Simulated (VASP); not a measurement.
# Li5Mg (P-6m2) in VASP: further runs

Runs on Li5Mg. Level: LDA. Tasks: single point, relaxation of volume and atoms at fixed shape.

Program: VASP 6.6.1. These are calculated values, not measurements. Logs are shortened: lines on timing, memory, paths and dates and some standing lists are left out, and cuts for length are marked.

**1. The cell of the first run**

Symmetry: P-6m2, No. 187, hexagonal system. The conventional cell has a = 3.000 Å, b = 3.000 Å, c = 15.014 Å, α = 90.00°, β = 90.00°, γ = 120.00°. Within 4.0 Å of Li (site symmetry 3m) lie 9 Li at 3.00 to 3.03 Å and 3 Mg at 3.06 Å. Li (site symmetry 3m) has 12 Li at 3.00 to 3.04 Å within 4.0 Å. Within 4.0 Å of Li (site symmetry -6m2) lie 12 Li at 3.00 to 3.04 Å. Within 4.0 Å of Mg (site symmetry -6m2) lie 6 Mg at 3.00 Å and 6 Li at 3.06 Å.

**2. Single point, LDA**

INCAR reads:

```
SYSTEM = Li5Mg
PREC     = Accurate       ! precision mode
ENCUT    = 520            ! plane-wave cutoff, eV
EDIFF    = 1E-6           ! SCF threshold, eV
ISMEAR   = -1             ! smearing method
SIGMA    = 0.1            ! smearing width, eV
LREAL    = .False.        ! projectors in reciprocal space
LASPH    = .True.         ! aspherical terms in the spheres
NELM     = 100            ! most SCF steps
ALGO     = Normal         ! electronic algorithm
ISIF     = 2              ! what is computed and relaxed
LWAVE    = .False.        ! write WAVECAR
LCHARG   = .False.        ! write CHGCAR
NBANDS   = 18             ! bands
```

KPOINTS reads:

```
Automatic mesh
0
Gamma
  16 16 3
  0 0 0
```

POSCAR reads:

```
Li5Mg
1.0
    3.0004796559      0.0000000000      0.0000000000
   -1.5002398279      2.5984916055      0.0000000000
    0.0000000000      0.0000000000     15.0140581055
Li Mg
5 1
Direct
    0.6666666667      0.3333333333      0.1679863974
    0.0000000000      0.0000000000      0.3335889569
    0.6666666667      0.3333333333      0.5000000000
    0.0000000000      0.0000000000      0.6664110431
    0.6666666667      0.3333333333      0.8320136026
    0.0000000000      0.0000000000      0.0000000000
```

Potentials or basis: VASP PAW LDA potentials, release 64 (Li_sv, Mg).

Started as:

```bash
> cat potpaw_LDA.64/Li_sv/POTCAR potpaw_LDA.64/Mg/POTCAR > POTCAR
> mpirun -np 1 vasp_std > vasp.out
```

OUTCAR:

```text
SYSTEM = Li5Mg
   PREC = Accurate
   ENCUT = 520
   EDIFF = 1E-6
   ISMEAR = -1
   LREAL = .False.
   LASPH = .True.
   NELM = 100
   ISIF = 2

 ion  position               nearest neighbor table
   1  0.667  0.333  0.168-   6 3.06   6 3.06   6 3.06
   2  0.000  0.000  0.334-
   3  0.667  0.333  0.500-
   4  0.000  0.000  0.666-
   5  0.667  0.333  0.832-   6 3.06   6 3.06   6 3.06
   6  0.000  0.000  0.000-   1 3.06   5 3.06   1 3.06   5 3.06   1 3.06   5 3.06

  LATTYP: Found a hexagonal cell.
 ALAT       =     3.0004796559
 C/A-ratio  =     5.0038859874

  Lattice vectors:

 A1 = (   3.0004796559,   0.0000000000,   0.0000000000)
 A2 = (  -1.5002398279,   2.5984916055,   0.0000000000)
 A3 = (   0.0000000000,   0.0000000000,  15.0140581055)

Analysis of symmetry for initial positions (statically):
=====================================================================
 Subroutine PRICEL returns:
 Original cell was already a primitive cell.

 Routine SETGRP: Setting up the symmetry group for a
 hexagonal supercell.

 Subroutine GETGRP returns: Found 12 space group operations
 (whereof 12 operations were pure point group operations)
 out of a pool of 24 trial point group operations.

The static configuration has the point symmetry D_3h.

Analysis of symmetry for dynamics (positions and initial velocities):
=====================================================================
 Subroutine PRICEL returns:
 Original cell was already a primitive cell.

 Routine SETGRP: Setting up the symmetry group for a
 hexagonal supercell.

 Subroutine GETGRP returns: Found 12 space group operations
 (whereof 12 operations were pure point group operations)
 out of a pool of 24 trial point group operations.

The dynamic configuration has the point symmetry D_3h.

 Subroutine INISYM returns: Found 12 space group operations
 (whereof 12 operations are pure point group operations),
 and found     1 'primitive' translations

----------------------------------------------------------------------------------------

                                     Primitive cell

  volume of cell :     117.0604

  direct lattice vectors                    reciprocal lattice vectors
     3.000479656  0.000000000  0.000000000     0.333280047  0.192419325  0.000000000
    -1.500239828  2.598491606  0.000000000     0.000000000  0.384838649  0.000000000
     0.000000000  0.000000000 15.014058106     0.000000000  0.000000000  0.066604245

  length of vectors
     3.000479656  3.000479656 15.014058106     0.384838649  0.384838649  0.066604245

  position of ions in fractional coordinates (direct lattice)
     0.666666667  0.333333333  0.167986397
     0.000000000  0.000000000  0.333588957
     0.666666667  0.333333333  0.500000000
     0.000000000  0.000000000  0.666411043
     0.666666667  0.333333333  0.832013603
     0.000000000  0.000000000  0.000000000

  ion indices of the primitive-cell ions
   primitive index   ion index
                 1           1
                 2           2
                 3           3
                 4           4
                 5           5
                 6           6

----------------------------------------------------------------------------------------

 KPOINTS: Automatic mesh

Automatic generation of k-mesh.
 Grid dimensions read from file:
 generate k-points for:   16   16    3

 Generating k-lattice:

  Cartesian coordinates                     Fractional coordinates (reciprocal lattice)
     0.020830003  0.012026208  0.000000000     0.062500000  0.000000000  0.000000000
     0.000000000  0.024052416  0.000000000     0.000000000  0.062500000  0.000000000
     0.000000000  0.000000000  0.022201415     0.000000000  0.000000000  0.333333333

  Length of vectors
     0.024052416  0.024052416  0.022201415

  Shift w.r.t. Gamma in fractional coordinates (k-lattice)
     0.000000000  0.000000000  0.000000000

 Subroutine IBZKPT returns following result:
 ===========================================

 Found     60 irreducible k-points:

 Following reciprocal coordinates:
            Coordinates               Weight
  0.000000  0.000000  0.000000      1.000000
  0.062500  0.000000  0.000000      6.000000
  0.125000  0.000000  0.000000      6.000000
  0.187500 -0.000000  0.000000      6.000000
  0.250000  0.000000  0.000000      6.000000
  0.312500 -0.000000  0.000000      6.000000
[... 16 lines left out ...]
  0.187500  0.187500  0.000000      6.000000
  0.250000  0.187500  0.000000     12.000000
 [... further k-points ...]
   k-points           NKPTS =     60   k-points in BZ     NKDIM =     60   number of bands    NBANDS=     18
   number of dos      NEDOS =    301   number of ions     NIONS =      6
   total plane-waves  NPLWV =  64512
   dimension x,y,z NGX =    24 NGY =   24 NGZ =  112
   dimension x,y,z NGXF=    48 NGYF=   48 NGZF=  224
   ions per type =               5   1
   NGX,Y,Z   is equivalent  to a cutoff of  13.30, 13.30, 12.40 a.u.
   NGXF,Y,Z  is equivalent  to a cutoff of  26.60, 26.60, 24.80 a.u.
 SYSTEM =  Li5Mg
   PREC   = accura    normal or accurate (medium, high low for compatibility)
   ISTART =      0    job   : 0-new  1-cont  2-samecut
   ICHARG =      2    charge: 1-file 2-atom 10-const
   ISPIN  =      1    spin polarized calculation?
   LNONCOLLINEAR =      F non collinear calculations
   LSORBIT =      F    spin-orbit coupling
   LASPH  =      T    aspherical Exc in radial PAW
   ENCUT  =  520.0 eV  38.22 Ry    6.18 a.u.   5.58  5.58 27.92*2*pi/ulx,y,z
   NELM   =    100;   NELMIN=  2; NELMDL= -5     # of ELM steps
   EDIFF  = 0.1E-05   stopping-criterion for ELM
   LREAL  =      F    real-space projection
   EDIFFG = 0.1E-04   stopping-criterion for IOM
   NSW    =      0    number of steps for IOM
   IBRION =     -1    ionic relax: 0-MD 1-quasi-New 2-CG
   NFREE  =      0    steps in history (QN), initial steepest desc. (CG)
   ISIF   =      2    stress and relaxation
   ISYM   =      2    0-nonsym 1-usesym 2-fastsym
   POTIM  = 0.5000    time-step for ionic-motion
   TEBEG  =    0.0;   TEEND  =   0.0 temperature during run
   PSTRESS=    0.0 pullay stress
   NELECT =      17.0000    total number of electrons
   NUPDOWN=      -1.0000    fix difference up-down
   EMIN   =  10.00;   EMAX   =-10.00  energy-range for DOS
   EFERMI =   0.00;   METHOD = LEGACY
   ISMEAR =    -1;   SIGMA  =   0.10  broadening in eV -4-tet -1-fermi 0-gaus
   EFERMI_NEDOS =   21; number of points for ismear=-14 and -15
   IALGO  =     38    algorithm
   IMIX   =      4    mixing-type and parameters
     AMIX     =   0.40;   BMIX     =  1.00
     AMIX_MAG =   1.60;   BMIX_MAG =  1.00
  volume/ion in A,a.u.               =      19.51       131.66
  Fermi-wavevector in a.u.,A,eV,Ry     =   0.860507  1.626123 10.074739  0.740472
  Thomas-Fermi vector in A             =   1.978022
   LORBIT       =      0    0 simple, 1 ext, 2 COOP (PROOUT), +10 PAW based schemes
   GGA     = CA    functional components
   LHFCALC =     F    Hartree Fock is set to
   AEXX    =    0.0000 exact exchange contribution
   IVDW    =     0    specifies the selected vdW correction
   LEPSILON=     F    determine dielectric tensor
   LRPA    =     F    only Hartree local field effects (RPA)
 non-spin polarized calculation
  energy-cutoff  :      520.00
  volume of cell :      117.06
 maximum number of plane-waves:      3199
 NGX is ok and might be reduce to    24
   NGX = 11   NGY = 11   NGZ = 55

 number of electron      17.0000016 magnetization

 Free energy of the ion-electron system (eV)
  ---------------------------------------------------
  ext. energy  EPLUGINS =         0.00000000
  ---------------------------------------------------
  free energy    TOTEN  =       -12.15260790 eV

  energy without entropy =      -12.05830534  energy(sigma->0) =      -12.10545662

 E-fermi :   1.1104     XC(G=0):  -7.5873

 val. band max:        1.1000199956   @ k =   0.3750   0.1250   0.0000
 cond. band min:       1.1128935151   @ k =   0.1875  -0.0000   0.3333
 fundamental gap:      0.0128735195
 Fermi energy:         1.1104356998

 k-point     1 :       0.0000    0.0000    0.0000
  band No.  band energies     occupation
      1     -44.4320      2.00000
      2     -44.4167      2.00000
      3     -44.4128      2.00000
      4     -44.3669      2.00000
      5     -44.3668      2.00000
      6      -4.6915      2.00000
[... 10 lines left out ...]
     17      13.7178      0.00000
     18      13.7178      0.00000

 k-point     2 :       0.0625    0.0000    0.0000
  band No.  band energies     occupation
      1     -44.4312      2.00000
      2     -44.4161      2.00000
      3     -44.4123      2.00000
      4     -44.3663      2.00000
      5     -44.3662      2.00000
      6      -4.6077      2.00000
[... 10 lines left out ...]
     17      12.7785      0.00000
     18      13.2386      0.00000

 k-point     3 :       0.1250    0.0000    0.0000
  band No.  band energies     occupation
      1     -44.4291      2.00000
      2     -44.4142      2.00000
      3     -44.4107      2.00000
      4     -44.3645      2.00000
      5     -44.3645      2.00000
      6      -4.3568      2.00000
[... 10 lines left out ...]
     17      11.2938      0.00000
     18      12.2115      0.00000

 k-point     4 :       0.1875   -0.0000    0.0000
  band No.  band energies     occupation
      1     -44.4258      2.00000
      2     -44.4114      2.00000
      3     -44.4084      2.00000
      4     -44.3618      2.00000
      5     -44.3618      2.00000
      6      -3.9411      2.00000
[... 10 lines left out ...]
     17      10.3671      0.00000
     18      11.3241      0.00000

 k-point     5 :       0.2500    0.0000    0.0000
  band No.  band energies     occupation
      1     -44.4220      2.00000
      2     -44.4081      2.00000
      3     -44.4057      2.00000
      4     -44.3587      2.00000
      5     -44.3587      2.00000
      6      -3.3641      2.00000
[... 10 lines left out ...]
     17       9.0591      0.00000
     18      10.1280      0.00000

 k-point     6 :       0.3125   -0.0000    0.0000
  band No.  band energies     occupation
      1     -44.4181      2.00000
      2     -44.4047      2.00000
      3     -44.4030      2.00000
      4     -44.3556      2.00000
      5     -44.3556      2.00000
      6      -2.6310      2.00000
[... 10 lines left out ...]
     17       7.9801      0.00000
     18       8.9311      0.00000

 k-point     7 :       0.3750   -0.0000    0.0000
  band No.  band energies     occupation
      1     -44.4148      2.00000
      2     -44.4019      2.00000
      3     -44.4008      2.00000
      4     -44.3529      2.00000
      5     -44.3529      2.00000
      6      -1.7505      2.00000
[... 10 lines left out ...]
     17       7.0596      0.00000
     18       8.7786      0.00000

 k-point     8 :       0.4375   -0.0000    0.0000
  band No.  band energies     occupation
      1     -44.4125      2.00000
      2     -44.4000      2.00000
      3     -44.3994      2.00000
      4     -44.3511      2.00000
      5     -44.3511      2.00000
      6      -0.7406      2.00000
[... 10 lines left out ...]
     17       6.8764      0.00000
     18       7.6320      0.00000
[... 229 lines left out ...]
     17       7.9523      0.00000
     18       7.9777      0.00000

 k-point    20 :       0.3125    0.1250    0.0000
  band No.  band energies     occupation
      1     -44.4138      2.00000
      2     -44.4011      2.00000
      3     -44.4002      2.00000
      4     -44.3522      2.00000
      5     -44.3521      2.00000
      6      -1.5104      2.00000
[... 10 lines left out ...]
     17       6.8061      0.00000
     18       7.7331      0.00000

 k-point    21 :       0.3750    0.1250    0.0000
  band No.  band energies     occupation
      1     -44.4118      2.00000
      2     -44.3993      2.00000
      3     -44.3988      2.00000
      4     -44.3505      2.00000
      5     -44.3505      2.00000
      6      -0.5032      2.00000
[... 10 lines left out ...]
     17       6.3925      0.00000
     18       7.3908      0.00000

 k-point    22 :       0.4375    0.1250    0.0000
  band No.  band energies     occupation
      1     -44.4110      2.00000
      2     -44.3987      2.00000
      3     -44.3984      2.00000
      4     -44.3499      2.00000
      5     -44.3499      2.00000
      6       0.4163      1.99807
[... 10 lines left out ...]
     17       6.5747      0.00000
     18       6.8677      0.00000

 k-point    23 :       0.1875    0.1875    0.0000
  band No.  band energies     occupation
      1     -44.4172      2.00000
      2     -44.4039      2.00000
      3     -44.4024      2.00000
      4     -44.3548      2.00000
      5     -44.3548      2.00000
      6      -2.4682      2.00000
[... 10 lines left out ...]
     17       7.5556      0.00000
     18       7.6690      0.00000

 k-point    24 :       0.2500    0.1875    0.0000
  band No.  band energies     occupation
      1     -44.4142      2.00000
      2     -44.4013      2.00000
      3     -44.4004      2.00000
      4     -44.3524      2.00000
      5     -44.3524      2.00000
      6      -1.6668      2.00000
[... 10 lines left out ...]
     17       7.0593      0.00000
     18       7.3984      0.00000

 [... further k-points ...]
[... 5 lines left out ...]
  --------------------------------------------------------------------------------------
  -------------------------------------------------------------------------------------
  Total        0.0765377      0.0765377     -0.4447565      0.0000000      0.0000000     -0.0000000
  in kB        1.0475527      1.0475527     -6.0872729      0.0000000      0.0000000     -0.0000000
  external PRESSURE =      -1.3307225 kB  Pullay stress =       0.0000000 kB

 VOLUME and BASIS-vectors are now :
 -----------------------------------------------------------------------------
  energy-cutoff  :      520.00
  volume of cell :      117.06
      direct lattice vectors                 reciprocal lattice vectors
     3.000479656  0.000000000  0.000000000     0.333280047  0.192419325  0.000000000
    -1.500239828  2.598491606  0.000000000     0.000000000  0.384838649  0.000000000
     0.000000000  0.000000000 15.014058106     0.000000000  0.000000000  0.066604245

 POSITION                                       TOTAL-FORCE (eV/Angst)
 -----------------------------------------------------------------------------------
      1.50024      0.86616      2.52216        -0.000000      0.000000     -0.008528
      0.00000      0.00000      5.00852        -0.000000     -0.000000     -0.002539
      1.50024      0.86616      7.50703         0.000000     -0.000000      0.000000
      0.00000      0.00000     10.00553        -0.000000     -0.000000      0.002539
      1.50024      0.86616     12.49190         0.000000      0.000000      0.008528
      0.00000      0.00000      0.00000        -0.000000     -0.000000      0.000000
 -----------------------------------------------------------------------------------
    total drift:                               -0.000000      0.000000      0.000000

  FREE ENERGIE OF THE ION-ELECTRON SYSTEM (eV)
  ---------------------------------------------------
  free  energy   TOTEN  =       -12.1526079021 eV

  energy  without entropy=      -12.0583053371  energy(sigma->0) =      -12.10545662
```

Run time: 69 s. Hardware: 1 thread of Intel Xeon Platinum 8375C at 2.90GHz (Ice Lake), shared host; peak memory 0.26 GiB.

What came out:

| Quantity | Value |
| --- | --- |
| Free energy | -12.1526 eV |
| Largest force | 0.009 eV/Å |

Forces in eV/Å, atoms in the order of the input:
```
Li   0.000  0.000 -0.009
Li   0.000  0.000 -0.003
Li   0.000  0.000  0.000
Li   0.000  0.000  0.003
Li   0.000  0.000  0.009
Mg   0.000  0.000  0.000
```

Levels at points of the mesh, in eV from the Fermi level:
```tsv
k point	band 6	band 7	band 8	band 9	band 10	band 11	band 12	band 13
(0.00, 0.00, 0.00)	-5.80	-3.34	-3.20	-2.02	-1.95	-0.37	2.12	4.88
(0.50, 0.00, 0.00)	-0.93	-0.49	0.18	0.21	0.88	1.04	2.33	3.04
```

Caveat: the cutoff is under 1.25 times the usual one of these potentials, so pressure, stress and relaxed cells hold a basis-set (Pulay) error.

**3. Relaxation of volume and atoms at fixed shape, LDA**

This run uses another cell than the first one, of 20.74 Å³/atom, 1.063 times its volume.

INCAR reads:

```
PREC = Accurate
ENCUT = 600
EDIFF = 1E-6
ISMEAR = -1
SIGMA = 0.1
LREAL = F
LASPH = T
NELM = 100
ALGO = Normal
ISIF = 8
LWAVE = F
LCHARG = F
IBRION = 2
NSW = 80
EDIFFG = -0.01
```

KPOINTS reads:

```
regular mesh
0
Gamma
  16 16 3
```

POSCAR reads:

```
Li5Mg
1.0
    3.0621860000      0.0000000000      0.0000000000
   -1.5310930000      2.6519310000      0.0000000000
    0.0000000000      0.0000000000     15.3228300000
Li Mg
5 1
Direct
    0.6666666667      0.3333333333      0.1697630000
    0.0000000000      0.0000000000      0.3333670000
    0.6666666667      0.3333333333      0.5000000000
    0.0000000000      0.0000000000      0.6666330000
    0.6666666667      0.3333333333      0.8302370000
    0.0000000000      0.0000000000      0.0000000000
```

Potentials or basis: VASP PAW LDA potentials, release 64 (Li_sv, Mg).

Started as:

```bash
> cat potpaw_LDA.64/Li_sv/POTCAR potpaw_LDA.64/Mg/POTCAR > POTCAR
> mpirun -np 1 vasp_std > vasp.out
```

Wall time 5.2 min (1 thread of Intel Xeon Platinum 8375C at 2.90GHz (Ice Lake), shared host); peak memory 0.29 GiB.

The run converged. Its results:

```yaml
Free_energy: -12.1585 eV
Relaxed_volume: 19.31 Å³/atom
Relaxed_cell: a = 2.990 Å, b = 2.990 Å, c = 14.964 Å, α = 90.00°, β = 90.00°, γ = 120.00°
Space_group_after_relaxing_to_0.05_Å: P-6m2 (No. 187)
Energy_gained_by_relaxing: 6.2 meV/atom
Ionic_steps: 9
Pressure_after_relaxing: 0.0 GPa
Largest_force_after_relaxing: 0.007 eV/Å
```

Forces in eV/Å, atoms in the order of the input:
```
Li   0.000  0.000 -0.002
Li   0.000  0.000 -0.007
Li   0.000  0.000  0.000
Li   0.000  0.000  0.007
Li   0.000  0.000  0.002
Mg   0.000  0.000  0.000
```

Stress tensor (GPa, compression positive):
```
 0.23  0.00  0.00
 0.00  0.23  0.00
 0.00  0.00 -0.52
```

The path:
```csv
step,energy change (eV),largest force (eV/Å),pressure (GPa),volume (Å³)
1,0.0000,0.0755,-1.22,124.43
2,-0.0191,0.0622,-0.87,121.61
3,-0.0357,0.0384,-0.21,117.02
4,-0.0368,0.0298,0.03,115.55
5,-0.0367,0.0310,-0.01,115.72
6,-0.0369,0.0266,-0.01,115.75
7,-0.0371,0.0144,-0.01,115.82
8,-0.0371,0.0132,-0.02,115.96
9,-0.0372,0.0069,-0.02,115.89
```

Final structure:
```
Li Mg
1.0
     2.99040    0.00000    0.00000
    -1.49520    2.58977    0.00000
     0.00000    0.00000   14.96364
Li Mg
5 1
Direct
  0.66667 0.33333 0.16805
  0.00000 0.00000 0.33385
  0.66667 0.33333 0.50000
  0.00000 0.00000 0.66615
  0.66667 0.33333 0.83195
  0.00000 0.00000 0.00000
```

Levels at points of the mesh, in eV from the Fermi level:
```csv
k point,band 7,band 8,band 9,band 10,band 11,band 12
"(0.00, 0.00, 0.00)",-3.35,-3.21,-2.03,-1.96,-0.38,2.14
"(0.50, 0.00, 0.00)",-0.49,0.17,0.21,0.89,1.05,2.35
```

Caveat: the cutoff is under 1.25 times the usual one of these potentials, so pressure, stress and relaxed cells hold a basis-set (Pulay) error.
